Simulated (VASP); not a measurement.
# GaP2 (P-4m2) in VASP: notebook

Runs on GaP2. Level: PBE. Tasks: relaxation of cell and atoms, single point.

All numbers are computed with VASP 6.6.1; they aren't measurements. Logs are shortened: lines on timing, memory, paths and dates and some standing lists are left out, and cuts for length are marked.

### Step 1. The cell of the first run

It takes space group P-4m2 (No. 115, tetragonal). Conventional cell: a = 3.791 Å, b = 3.791 Å, c = 3.833 Å, α = 90.00°, β = 90.00°, γ = 90.00°. Ga (site symmetry -4m2) has 4 P at 2.14 Å within 2.8 Å. Within 2.8 Å of P (site symmetry 2mm) lie 2 Ga at 2.14 Å.

### Step 2. Relaxation of cell and atoms, PBE

INCAR reads:

```
SYSTEM = GaP2
PREC = Accurate
ENCUT = 600
EDIFF = 1E-6
ISMEAR = 0
SIGMA = 0.1
LREAL = .FALSE.
LASPH = .TRUE.
NELM = 60
ALGO = Normal
ISIF = 3
LWAVE = .FALSE.
LCHARG = .FALSE.
GGA = PE
IBRION = 2
NSW = 90
EDIFFG = -0.04
```

KPOINTS reads:

```
Automatic mesh
0
G
  4 4 4
  0 0 0
```

POSCAR reads:

```
GaP2
1.0
    3.7908526500      0.0000000000      0.0000000000
    0.0000000000      3.7908526500      0.0000000000
    0.0000000000      0.0000000000      3.8332032100
Ga P
1 2
Direct
    0.0000000000      0.0000000000      0.0000000000
    0.5000000000      0.0000000000      0.7413226400
    0.0000000000      0.5000000000      0.2586773600
```

Potentials or basis: VASP PAW PBE potentials, release 64 (Ga_d, P).

Started as:

```console
$ cat potpaw_PBE.64/Ga_d/POTCAR potpaw_PBE.64/P/POTCAR > POTCAR
$ mpirun -np 1 vasp_std > vasp.out
```

OUTCAR:

```text
SYSTEM = GaP2
   PREC = Accurate
   ENCUT = 600
   EDIFF = 1E-6
   ISMEAR = 0
   LREAL = .FALSE.
   LASPH = .TRUE.
   NELM = 60
   ISIF = 3
   GGA = PE
   IBRION = 2
   NSW = 90
   EDIFFG = -0.04

 ion  position               nearest neighbor table
   1  0.000  0.000  0.000-   2 2.14   3 2.14   3 2.14   2 2.14
   2  0.500  0.000  0.741-   1 2.14   1 2.14
   3  0.000  0.500  0.259-   1 2.14   1 2.14

  LATTYP: Found a simple tetragonal cell.
 ALAT       =     3.7908526500
 C/A-ratio  =     1.0111717769

  Lattice vectors:

 A1 = (   3.7908526500,   0.0000000000,   0.0000000000)
 A2 = (   0.0000000000,   3.7908526500,   0.0000000000)
 A3 = (   0.0000000000,   0.0000000000,   3.8332032100)

Analysis of symmetry for initial positions (statically):
=====================================================================
 Subroutine PRICEL returns:
 Original cell was already a primitive cell.

 Routine SETGRP: Setting up the symmetry group for a
 simple tetragonal supercell.

 Subroutine GETGRP returns: Found  8 space group operations
 (whereof  8 operations were pure point group operations)
 out of a pool of 16 trial point group operations.

The static configuration has the point symmetry D_2d.

Analysis of symmetry for dynamics (positions and initial velocities):
=====================================================================
 Subroutine PRICEL returns:
 Original cell was already a primitive cell.

 Routine SETGRP: Setting up the symmetry group for a
 simple tetragonal supercell.

 Subroutine GETGRP returns: Found  8 space group operations
 (whereof  8 operations were pure point group operations)
 out of a pool of 16 trial point group operations.

The dynamic configuration has the point symmetry D_2d.

 Subroutine INISYM returns: Found  8 space group operations
 (whereof  8 operations are pure point group operations),
 and found     1 'primitive' translations

----------------------------------------------------------------------------------------

                                     Primitive cell

  volume of cell :      55.0853

  direct lattice vectors                    reciprocal lattice vectors
     3.790852650  0.000000000  0.000000000     0.263792896  0.000000000  0.000000000
     0.000000000  3.790852650  0.000000000     0.000000000  0.263792896  0.000000000
     0.000000000  0.000000000  3.833203210     0.000000000  0.000000000  0.260878421

  length of vectors
     3.790852650  3.790852650  3.833203210     0.263792896  0.263792896  0.260878421
[... 77 lines left out ...]
   LREAL  =      F    real-space projection
   EDIFFG = -.4E-01   stopping-criterion for IOM
   NSW    =     90    number of steps for IOM
   IBRION =      2    ionic relax: 0-MD 1-quasi-New 2-CG
   NFREE  =      1    steps in history (QN), initial steepest desc. (CG)
   ISIF   =      3    stress and relaxation
   ISYM   =      2    0-nonsym 1-usesym 2-fastsym
   POTIM  = 0.5000    time-step for ionic-motion
   TEBEG  =    0.0;   TEEND  =   0.0 temperature during run
   PSTRESS=    0.0 pullay stress
   NELECT =      23.0000    total number of electrons
   NUPDOWN=      -1.0000    fix difference up-down
   EMIN   =  10.00;   EMAX   =-10.00  energy-range for DOS
   EFERMI =   0.00;   METHOD = LEGACY
   ISMEAR =     0;   SIGMA  =   0.10  broadening in eV -4-tet -1-fermi 0-gaus
   EFERMI_NEDOS =   21; number of points for ismear=-14 and -15
   IALGO  =     38    algorithm
   IMIX   =      4    mixing-type and parameters
     AMIX     =   0.40;   BMIX     =  1.00
     AMIX_MAG =   1.60;   BMIX_MAG =  1.00
  volume/ion in A,a.u.               =      18.36       123.91
  Fermi-wavevector in a.u.,A,eV,Ry     =   1.223598  2.312266 20.370547  1.497193
  Thomas-Fermi vector in A             =   2.358703
   LORBIT       =      0    0 simple, 1 ext, 2 COOP (PROOUT), +10 PAW based schemes
   GGA     = PE    functional components
   LHFCALC =     F    Hartree Fock is set to
   AEXX    =    0.0000 exact exchange contribution
   IVDW    =     0    specifies the selected vdW correction
   LEPSILON=     F    determine dielectric tensor
   LRPA    =     F    only Hartree local field effects (RPA)
 conjugate gradient relaxation of ions
 non-spin polarized calculation
 Gauss-broadening in eV      SIGMA  =   0.10
  energy-cutoff  :      600.00
  volume of cell :       55.09
 maximum number of plane-waves:      1856
   NGX = 15   NGY = 15   NGZ = 15

--------------------------------------- Ionic step        1  -------------------------------------------

 number of electron      23.0000010 magnetization

 Free energy of the ion-electron system (eV)
  ---------------------------------------------------
  ext. energy  EPLUGINS =         0.00000000
  ---------------------------------------------------
  free energy    TOTEN  =       -10.59478698 eV

  energy without entropy =      -10.57678374  energy(sigma->0) =      -10.58578536

------------------------ aborting loop because EDIFF is reached ----------------------------------------

  FORCE on cell =-STRESS in cart. coord.  units (eV):
  Direction    XX          YY          ZZ          XY          YZ          ZX
  --------------------------------------------------------------------------------------
  -------------------------------------------------------------------------------------
  Total        7.1691832      7.1691832      6.7050266      0.0000000     -0.0000000      0.0000000
  in kB      208.5185084    208.5185084    195.0183327      0.0000000     -0.0000000      0.0000000
  external PRESSURE =     204.0184498 kB  Pullay stress =       0.0000000 kB
[... 745 lines left out ...]
      2      -9.6925      2.00000
      3      -9.5787      2.00000
      4      -9.5668      2.00000
      5      -9.5371      2.00000
      6      -4.2088      2.00000
      7      -4.2088      2.00000
      8      -0.8149      2.00000
      9      -0.3513      2.00000
     10       1.1764      2.00000
     11       1.7561      2.00000
     12       1.7561      2.00000
     13       4.5567      2.00000
     14      11.7453      0.00000
     15      12.8740      0.00000

[... ionic steps 4 to 20 ...]

--------------------------------------- Ionic step       21  -------------------------------------------

 number of electron      23.0000014 magnetization

------------------------ aborting loop because EDIFF is reached ----------------------------------------
[... 69 lines left out ...]
--------------------------------------- Ionic step       23  -------------------------------------------

 number of electron      23.0000014 magnetization

 Free energy of the ion-electron system (eV)
  ---------------------------------------------------
  ext. energy  EPLUGINS =         0.00000000
  ---------------------------------------------------
  free energy    TOTEN  =       -13.01018915 eV

  energy without entropy =      -13.00468580  energy(sigma->0) =      -13.00743748

 E-fermi :   6.8980     XC(G=0): -10.5561

 val. band max:        6.8531888452   @ k =   0.5000   0.5000   0.0000
 cond. band min:       7.0003658186   @ k =   0.2500   0.2500   0.2500
 fundamental gap:      0.1471769734
 Fermi energy:         6.8979675513
[... 352 lines left out ...]
  FREE ENERGIE OF THE ION-ELECTRON SYSTEM (eV)
  ---------------------------------------------------
  free  energy   TOTEN  =       -13.0101891491 eV

  energy  without entropy=      -13.0046858027  energy(sigma->0) =      -13.00743748

 reached required accuracy - stopping structural energy minimisation
```

OSZICAR:

```text
N       E                     dE             d eps       ncg     rms          rms(c)
DAV:   1     0.124636739365E+03    0.12464E+03   -0.12182E+04   572   0.216E+03
DAV:   2    -0.978106846891E+00   -0.12561E+03   -0.12369E+03   610   0.385E+02
DAV:   3    -0.106373737411E+02   -0.96593E+01   -0.95498E+01   666   0.863E+01
[... 211 lines left out ...]
DAV:   2    -0.130109137516E+02    0.19165E-02   -0.83128E-03   839   0.172E+00    0.166E-01
DAV:   3    -0.130102454420E+02    0.66831E-03   -0.86355E-04   719   0.566E-01    0.411E-02
DAV:   4    -0.130101923126E+02    0.53129E-04   -0.17247E-04   674   0.159E-01    0.109E-02
DAV:   5    -0.130101896195E+02    0.26932E-05   -0.80572E-06   625   0.315E-02    0.442E-03
DAV:   6    -0.130101891491E+02    0.47033E-06   -0.79147E-07   403   0.869E-03
  23 F= -.13010189E+02 E0= -.13007437E+02  d E =-.526257E-03
```

It took 2 min on 1 thread of Intel Xeon 6975P-C (Granite Rapids), shared host; peak memory 0.18 GiB.

Results:

- Free energy: -13.0102 eV
- Relaxed volume: 17.79 Å³/atom
- Relaxed cell: a = 3.619 Å, b = 3.619 Å, c = 4.073 Å, α = 90.00°, β = 90.00°, γ = 90.00°
- Space group after relaxing (to 0.05 Å): P-4m2 (No. 115)
- Energy gained by relaxing: 805.1 meV/atom
- Ionic steps: 23
- Pressure after relaxing: 0.1 GPa
- Largest force after relaxing: 0.004 eV/Å

Forces on the atoms (eV/Å):
```
Ga   0.000  0.000  0.000
P    0.000  0.000 -0.004
P    0.000  0.000  0.004
```

The path:
| step | energy change (eV) | largest force (eV/Å) | pressure (GPa) | volume (Å³) |
| --- | --- | --- | --- | --- |
| 1 | 0.0000 | 3.3843 | 20.40 | 55.09 |
| 2 | -0.8562 | 0.4512 | -7.57 | 75.91 |
| 3 | -1.0304 | 1.1424 | -2.63 | 68.37 |
| 4 | -1.2641 | 1.1067 | -2.86 | 66.60 |
| 5 | -1.8738 | 0.8086 | -3.35 | 61.12 |
| 6 | -1.9806 | 0.2707 | 8.83 | 49.67 |
| 7 | -2.1869 | 0.3797 | 0.06 | 55.13 |
| 8 | -2.1911 | 0.4433 | 1.00 | 54.47 |
| 9 | -2.1896 | 0.4551 | 2.28 | 53.57 |
| 10 | -2.2594 | 0.0240 | -1.56 | 56.49 |
| 11 | -2.2595 | 0.0209 | -1.60 | 56.47 |
| 12 | -2.3335 | 0.1016 | 0.20 | 54.25 |
| 13 | -2.3387 | 0.1890 | 0.56 | 53.79 |
| 14 | -2.3496 | 0.2542 | 1.62 | 52.84 |
| 15 | -2.3423 | 0.3145 | 3.65 | 50.89 |
| 16 | -2.3573 | 0.2744 | 2.06 | 52.29 |
| 17 | -2.3674 | 0.3412 | -0.05 | 53.11 |
| 18 | -2.3828 | 0.3271 | 0.62 | 52.79 |
| 19 | -2.3945 | 0.2805 | -0.02 | 53.29 |
| 20 | -2.4049 | 0.1779 | -1.09 | 54.16 |
| 21 | -2.4134 | 0.0902 | -0.20 | 53.53 |
| 22 | -2.4149 | 0.0249 | 0.37 | 53.15 |
| 23 | -2.4154 | 0.0044 | 0.06 | 53.36 |

Final structure:
```
Ga P
1.0
     3.61918    0.00000    0.00000
     0.00000    3.61918    0.00000
     0.00000    0.00000    4.07340
Ga P
1 2
Direct
  0.00000 0.00000 0.00000
  0.50000 0.00000 0.56280
  0.00000 0.50000 0.43720
```

Caveat: the k points lie up to 0.43 Å⁻¹ apart in the final cell.

(Continued in part 2 of 2.)
